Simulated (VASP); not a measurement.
Here is a VASP 6.6.1 calculation.

The input POSCAR:

```
Ga
1.0
    2.6706200767      0.0000000000      0.0000000000
    0.0000000000      2.6706200767      0.0000000000
    0.0000000000      0.0000000000      2.6706200767
Ga
1
Direct
    0.0000000000      0.0000000000      0.0000000000
```

Contents of INCAR.step1:

```
SYSTEM = Ga
PREC = Accurate
ENCUT = 520
ISMEAR = -1
SIGMA = 0.1
LREAL = .False.
LASPH = .True.
NELM = 80
NBANDS = 12
GGA = PE
ALGO = Normal
EDIFF = 1E-4
LWAVE = .True.
LCHARG = .False.
```

File INCAR.step2:

```
SYSTEM = Ga
PREC = Accurate
ENCUT = 520
EDIFF = 1E-7
ISMEAR = -1
SIGMA = 0.1
LREAL = .False.
LASPH = .True.
NELM = 80
ALGO = Normal
ISIF = 2
LWAVE = .False.
LCHARG = .False.
METAGGA = R2SCAN
LMIXTAU = .True.
NBANDS = 12
ISTART = 1
```

File KPOINTS:

```
regular mesh
0
Gamma
  13 13 13
  0 0 0
```

Potentials or basis: VASP PAW PBE potentials, release 64 (Ga_d).

Run with:

```console
$ cat potpaw_PBE.64/Ga_d/POTCAR > POTCAR
$ cp INCAR.step1 INCAR
$ mpirun -np 1 vasp_std > vasp.out
$ cp INCAR.step2 INCAR
$ mpirun -np 1 vasp_std > vasp.out
```

Task: What does it give for the pressure?

Result: 0.2 GPa.

Task: What does it give for the band gap on the k mesh?

Result: Zero (an odd number of electrons rules out a gap without spin polarisation).

Caveat: the PAW data sets were made with another functional, which shifts forces and pressure a little.
